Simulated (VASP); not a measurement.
# K (Im-3m) in VASP: notebook

K is run at these levels: PBEsol+D3(BJ); tasks: single point.

Everything below comes from runs of VASP 6.6.1. Logs are shortened: lines on timing, memory, paths and dates and some standing lists are left out, and cuts for length are marked.

### 1 The cell of the first run

The structure is cubic, space group Im-3m (No. 229). The conventional cell has a = 5.086 Å, b = 5.086 Å, c = 5.086 Å, α = 90.00°, β = 90.00°, γ = 90.00°. K (site symmetry m-3m) has 14 K at 4.40 to 5.09 Å within 5.8 Å.

### 2 Single point, PBEsol+D3(BJ)

File INCAR:

```
PREC     = Accurate       # precision mode
ENCUT    = 500            # plane-wave cutoff, eV
EDIFF    = 1E-6           # SCF threshold, eV
ISMEAR   = -1             # smearing method
SIGMA    = 0.02           # smearing width, eV
LREAL    = False          # projectors in reciprocal space
LASPH    = True           # aspherical terms in the spheres
NELM     = 120            # most SCF steps
ALGO     = Normal         # electronic algorithm
ISIF     = 2              # what is computed and relaxed
LWAVE    = False          # write WAVECAR
LCHARG   = False          # write CHGCAR
GGA      = PS             # functional
IVDW     = 12             # dispersion correction
NBANDS   = 10             # bands
GGA_COMPAT= False
```

File KPOINTS:

```
regular mesh
0
Gamma
  7 7 7
```

File POSCAR:

```
K
1.0
   -2.5429126172      2.5429126172      2.5429126172
    2.5429126172     -2.5429126172      2.5429126172
    2.5429126172      2.5429126172     -2.5429126172
K
1
Direct
    0.0000000000      0.0000000000      0.0000000000
```

Potentials or basis: VASP PAW PBE potentials, release 64 (K_sv).

Started as:

```
$ cat potpaw_PBE.64/K_sv/POTCAR > POTCAR
$ mpirun -np 1 vasp_std > vasp.out
```

OUTCAR:

```text
PREC = Accurate
   ENCUT = 500
   EDIFF = 1E-6
   ISMEAR = -1
   LREAL = False
   LASPH = True
   NELM = 120
   ISIF = 2
   GGA = PS
   IVDW = 12
 IVDW          = 12

 ion  position               nearest neighbor table
   1  0.000  0.000  0.000-

  LATTYP: Found a body centered cubic cell.
 ALAT       =     5.0858252344

  Lattice vectors:

 A1 = (  -2.5429126172,   2.5429126172,   2.5429126172)
 A2 = (   2.5429126172,  -2.5429126172,   2.5429126172)
 A3 = (   2.5429126172,   2.5429126172,  -2.5429126172)

Analysis of symmetry for initial positions (statically):
=====================================================================
 Subroutine PRICEL returns:
 Original cell was already a primitive cell.

 Routine SETGRP: Setting up the symmetry group for a
 body centered cubic supercell.

 Subroutine GETGRP returns: Found 48 space group operations
 (whereof 48 operations were pure point group operations)
 out of a pool of 48 trial point group operations.

The static configuration has the point symmetry O_h .

Analysis of symmetry for dynamics (positions and initial velocities):
=====================================================================
 Subroutine PRICEL returns:
 Original cell was already a primitive cell.

 Routine SETGRP: Setting up the symmetry group for a
 body centered cubic supercell.

 Subroutine GETGRP returns: Found 48 space group operations
 (whereof 48 operations were pure point group operations)
 out of a pool of 48 trial point group operations.

The dynamic configuration has the point symmetry O_h .

 Subroutine INISYM returns: Found 48 space group operations
 (whereof 48 operations are pure point group operations),
 and found     1 'primitive' translations

----------------------------------------------------------------------------------------

                                     Primitive cell

  volume of cell :      65.7740

  direct lattice vectors                    reciprocal lattice vectors
    -2.542912617  2.542912617  2.542912617     0.000000000  0.196624924  0.196624924
     2.542912617 -2.542912617  2.542912617     0.196624924  0.000000000  0.196624924
     2.542912617  2.542912617 -2.542912617     0.196624924  0.196624924  0.000000000

  length of vectors
     4.404453852  4.404453852  4.404453852     0.278069634  0.278069634  0.278069634

  position of ions in fractional coordinates (direct lattice)
     0.000000000  0.000000000  0.000000000

[... 72 lines left out ...]
   EDIFFG = 0.1E-04   stopping-criterion for IOM
   NSW    =      0    number of steps for IOM
   IBRION =     -1    ionic relax: 0-MD 1-quasi-New 2-CG
   NFREE  =      0    steps in history (QN), initial steepest desc. (CG)
   ISIF   =      2    stress and relaxation
   ISYM   =      2    0-nonsym 1-usesym 2-fastsym
   POTIM  = 0.5000    time-step for ionic-motion
   TEBEG  =    0.0;   TEEND  =   0.0 temperature during run
   PSTRESS=    0.0 pullay stress
   NELECT =       9.0000    total number of electrons
   NUPDOWN=      -1.0000    fix difference up-down
   EMIN   =  10.00;   EMAX   =-10.00  energy-range for DOS
   EFERMI =   0.00;   METHOD = LEGACY
   ISMEAR =    -1;   SIGMA  =   0.02  broadening in eV -4-tet -1-fermi 0-gaus
   EFERMI_NEDOS =   21; number of points for ismear=-14 and -15
   IALGO  =     38    algorithm
   IMIX   =      4    mixing-type and parameters
     AMIX     =   0.40;   BMIX     =  1.00
     AMIX_MAG =   1.60;   BMIX_MAG =  1.00
  volume/ion in A,a.u.               =      65.77       443.86
  Fermi-wavevector in a.u.,A,eV,Ry     =   0.843602  1.594176  9.682780  0.711664
  Thomas-Fermi vector in A             =   1.958496
   LORBIT       =      0    0 simple, 1 ext, 2 COOP (PROOUT), +10 PAW based schemes
   GGA     = PS    functional components
   LHFCALC =     F    Hartree Fock is set to
   AEXX    =    0.0000 exact exchange contribution
   IVDW    =    12    specifies the selected vdW correction
   LEPSILON=     F    determine dielectric tensor
   LRPA    =     F    only Hartree local field effects (RPA)
 non-spin polarized calculation
  energy-cutoff  :      500.00
  volume of cell :       65.77
 maximum number of plane-waves:      1686
   NGX = 15   NGY = 15   NGZ = 15

 number of electron       8.9999998 magnetization

 Free energy of the ion-electron system (eV)
  ---------------------------------------------------
  ext. energy  EPLUGINS =         0.00000000
  ---------------------------------------------------
  free energy    TOTEN  =        -1.13050579 eV

  energy without entropy =       -1.12874357  energy(sigma->0) =       -1.12962468

 E-fermi :   0.0335     XC(G=0):  -5.9826

 val. band max:        0.0038349946   @ k =  -0.2857   0.4286   0.1429
 cond. band min:       0.2126619239   @ k =  -0.4286   0.4286   0.1429
 fundamental gap:      0.2088269292
 Fermi energy:         0.0334631436

 k-point     1 :       0.0000    0.0000    0.0000
  band No.  band energies     occupation
      1     -31.8429      2.00000
      2     -15.3426      2.00000
      3     -15.3426      2.00000
      4     -15.3426      2.00000
      5      -2.2369      2.00000
      6       4.4853      0.00000
      7       4.4853      0.00000
      8       4.4853      0.00000
      9       5.4797      0.00000
     10       5.4797      0.00000
[... 235 lines left out ...]
 k-point    20 :      -0.4286    0.4286    0.4286
  band No.  band energies     occupation
      1     -31.8307      2.00000
      2     -15.4145      2.00000
      3     -15.4111      2.00000
      4     -15.4111      2.00000
      5       1.4271      0.00000
      6       1.8023      0.00000
      7       3.8111      0.00000
      8       3.8111      0.00000
      9       3.8185      0.00000
     10       6.5664      0.00000

------------------------ aborting loop because EDIFF is reached ----------------------------------------

 Edisp (eV)   -0.13794

 E8    (eV) :    -0.1030

  FORCE on cell =-STRESS in cart. coord.  units (eV):
  Direction    XX          YY          ZZ          XY          YZ          ZX
  --------------------------------------------------------------------------------------
  -------------------------------------------------------------------------------------
  Total      -0.01361    -0.01361    -0.01361    -0.00000    -0.00000    -0.00000
  in kB      -0.33161    -0.33161    -0.33161    -0.00000    -0.00000    -0.00000
  external pressure =       -0.33 kB  Pullay stress =        0.00 kB

 VOLUME and BASIS-vectors are now :
 -----------------------------------------------------------------------------
  energy-cutoff  :      500.00
  volume of cell :       65.77
      direct lattice vectors                 reciprocal lattice vectors
    -2.542912617  2.542912617  2.542912617     0.000000000  0.196624924  0.196624924
     2.542912617 -2.542912617  2.542912617     0.196624924  0.000000000  0.196624924
     2.542912617  2.542912617 -2.542912617     0.196624924  0.196624924  0.000000000

 POSITION                                       TOTAL-FORCE (eV/Angst)
 -----------------------------------------------------------------------------------
      0.00000      0.00000      0.00000         0.000000     -0.000000      0.000000
 -----------------------------------------------------------------------------------
    total drift:                                0.000000      0.000000     -0.000000

  FREE ENERGIE OF THE ION-ELECTRON SYSTEM (eV)
  ---------------------------------------------------
  free  energy   TOTEN  =        -1.2684457908 eV

  energy  without entropy=       -1.2666835668  energy(sigma->0) =       -1.26756468
```

stdout:

```text
POSCAR found type information on POSCAR K
 POSCAR found :  1 types and       1 ions
 scaLAPACK will be used
 -----------------------------------------------------------------------------
|                                                                             |
|                                                                             |
|     You enforced a specific xc type in the INCAR file but a different       |
|     I HOPE YOU KNOW WHAT YOU ARE DOING!                                     |
|                                                                             |
 -----------------------------------------------------------------------------

 LDA part: xc-table for (Slater+PW92), standard interpolation
 POSCAR, INCAR and KPOINTS ok, starting setup
 FFT: planning ... GRIDC
 FFT: planning ... GRID_SOFT
 FFT: planning ... GRID
 WAVECAR not read
 entering main loop
```

It took 18 s on 1 thread of Intel Xeon 8259CL, shared host; peak memory 0.17 GiB.

What came out:

| Quantity | Value |
| --- | --- |
| Free energy | -1.2684 eV |
| Pressure | 0.0 GPa |
| Dispersion energy per atom | -0.138 eV |

Caveat: three body term missing; the PAW data sets were made with another functional, which shifts forces and pressure a little; pairwise dispersion overbinds metals, which lowers pressure and volume.

### 3 Single point, PBEsol+D3(BJ)

File INCAR:

```
SYSTEM = K
ALGO = Normal
EDIFF = 1E-6
ENCUT = 500
GGA = PS
GGA_COMPAT = .FALSE.
ISIF = 2
ISMEAR = -1
IVDW = 12
LASPH = .TRUE.
LCHARG = .FALSE.
LREAL = .FALSE.
LWAVE = .FALSE.
NBANDS = 10
NELM = 120
PREC = Accurate
SIGMA = 0.02
```

File KPOINTS:

```
k-points
0
G
  7 7 7
  0 0 0
```

POSCAR is that of step 2.

Potentials or basis: VASP PAW PBE potentials, release 64 (K_sv).

Started as:

```
$ cat potpaw_PBE.64/K_sv/POTCAR > POTCAR
$ mpirun -np 1 vasp_std > vasp.out
```

Wall time 14 s (1 thread of Intel Xeon 8259CL, shared host); peak memory 0.17 GiB.

It converged, with:

```yaml
Free_energy: -1.2684 eV
Pressure: 0.0 GPa
Dispersion_energy_per_atom: -0.138 eV
```

Levels at points of the mesh, in eV from the Fermi level:
```
           k point  band 3  band 4  band 5  band 6  band 7  band 8
(0.00, 0.00, 0.00)  -15.38  -15.38   -2.27    4.45    4.45    4.45
```

Caveat: three body term missing; the PAW data sets were made with another functional, which shifts forces and pressure a little; pairwise dispersion overbinds metals, which lowers pressure and volume.

### 4 Single point, PBEsol+D3(BJ)

This run uses another cell than the first one, of 71.32 Å³/atom, 1.084 times its volume.

File INCAR:

```
PREC     = Accurate       # precision mode
ENCUT    = 500            # plane-wave cutoff, eV
EDIFF    = 1E-6           # SCF threshold, eV
ISMEAR   = -1             # smearing method
SIGMA    = 0.02           # smearing width, eV
LREAL    = False          # projectors in reciprocal space
LASPH    = True           # aspherical terms in the spheres
NELM     = 120            # most SCF steps
ALGO     = Normal         # electronic algorithm
ISIF     = 2              # what is computed and relaxed
LWAVE    = False          # write WAVECAR
LCHARG   = True           # write CHGCAR
GGA      = PS             # functional
IVDW     = 12             # dispersion correction
LELF     = True           # ELF
LVHAR    = True         
NBANDS   = 10             # bands
GGA_COMPAT= False
```

File KPOINTS:

```
Automatic mesh
0
Gamma
  7 7 7
```

File POSCAR:

```
K
1.0
   -2.6125000000      2.6125000000      2.6125000000
    2.6125000000     -2.6125000000      2.6125000000
    2.6125000000      2.6125000000     -2.6125000000
K
1
Direct
    0.0000000000      0.0000000000      0.0000000000
```

Potentials or basis: VASP PAW PBE potentials, release 64 (K_sv).

Started as:

```
$ cat potpaw_PBE.64/K_sv/POTCAR > POTCAR
$ mpirun -np 1 vasp_std > vasp.out
```

OUTCAR:

```text
PREC = Accurate
   ENCUT = 500
   EDIFF = 1E-6
   ISMEAR = -1
   LREAL = False
   LASPH = True
   NELM = 120
   ISIF = 2
   GGA = PS
   IVDW = 12
 IVDW          = 12

 ion  position               nearest neighbor table
   1  0.000  0.000  0.000-

  LATTYP: Found a body centered cubic cell.
 ALAT       =     5.2250000000

  Lattice vectors:

 A1 = (  -2.6125000000,   2.6125000000,   2.6125000000)
 A2 = (   2.6125000000,  -2.6125000000,   2.6125000000)
 A3 = (   2.6125000000,   2.6125000000,  -2.6125000000)

Analysis of symmetry for initial positions (statically):
=====================================================================
 Subroutine PRICEL returns:
 Original cell was already a primitive cell.

 Routine SETGRP: Setting up the symmetry group for a
 body centered cubic supercell.

 Subroutine GETGRP returns: Found 48 space group operations
 (whereof 48 operations were pure point group operations)
 out of a pool of 48 trial point group operations.

The static configuration has the point symmetry O_h .
[... 157 lines left out ...]
 cond. band min:       0.0234305086   @ k =  -0.4286   0.4286   0.1429
 fundamental gap:      0.2029879445
 Fermi energy:        -0.1489967358

 k-point     1 :       0.0000    0.0000    0.0000
  band No.  band energies     occupation
      1     -32.0748      2.00000
      2     -15.5822      2.00000
      3     -15.5822      2.00000
      4     -15.5822      2.00000
      5      -2.3032      2.00000
      6       4.2250      0.00000
      7       4.2250      0.00000
      8       4.2250      0.00000
      9       5.1645      0.00000
     10       5.1645      0.00000
[... 235 lines left out ...]
 k-point    20 :      -0.4286    0.4286    0.4286
  band No.  band energies     occupation
      1     -32.0665      2.00000
      2     -15.6368      2.00000
      3     -15.6344      2.00000
      4     -15.6344      2.00000
      5       1.2581      0.00000
      6       1.6608      0.00000
      7       3.4187      0.00000
      8       3.4187      0.00000
      9       3.4356      0.00000
     10       6.1753      0.00000

------------------------ aborting loop because EDIFF is reached ----------------------------------------

 Edisp (eV)   -0.12746

 E8    (eV) :    -0.0953

  FORCE on cell =-STRESS in cart. coord.  units (eV):
  Direction    XX          YY          ZZ          XY          YZ          ZX
  --------------------------------------------------------------------------------------
  -------------------------------------------------------------------------------------
  Total      -0.14045    -0.14045    -0.14045     0.00000     0.00000     0.00000
  in kB      -3.15497    -3.15497    -3.15497     0.00000     0.00000     0.00000
  external pressure =       -3.15 kB  Pullay stress =        0.00 kB

 VOLUME and BASIS-vectors are now :
 -----------------------------------------------------------------------------
  energy-cutoff  :      500.00
  volume of cell :       71.32
      direct lattice vectors                 reciprocal lattice vectors
    -2.612500000  2.612500000  2.612500000     0.000000000  0.191387560  0.191387560
     2.612500000 -2.612500000  2.612500000     0.191387560  0.000000000  0.191387560
     2.612500000  2.612500000 -2.612500000     0.191387560  0.191387560  0.000000000

 POSITION                                       TOTAL-FORCE (eV/Angst)
 -----------------------------------------------------------------------------------
      0.00000      0.00000      0.00000        -0.000000      0.000000      0.000000
 -----------------------------------------------------------------------------------
    total drift:                               -0.000000      0.000000      0.000000

  FREE ENERGIE OF THE ION-ELECTRON SYSTEM (eV)
  ---------------------------------------------------
  free  energy   TOTEN  =        -1.2626461804 eV

  energy  without entropy=       -1.2608678181  energy(sigma->0) =       -1.26175700
```

Run time: 28 s. Hardware: 1 thread of Intel Xeon 8259CL, shared host; peak memory 0.2 GiB.

What came out:

```
Free energy                : -1.2626 eV
Pressure                   : -0.3 GPa
Dispersion energy per atom : -0.127 eV
```

Levels at points of the mesh, in eV from the Fermi level:
```csv
k point,band 2,band 3,band 4,band 5,band 6,band 7,band 8,band 9
"(0.00, 0.00, 0.00)",-15.43,-15.43,-15.43,-2.15,4.37,4.37,4.37,5.31
```

Caveat: three body term missing; the PAW data sets were made with another functional, which shifts forces and pressure a little; pairwise dispersion overbinds metals, which lowers pressure and volume.
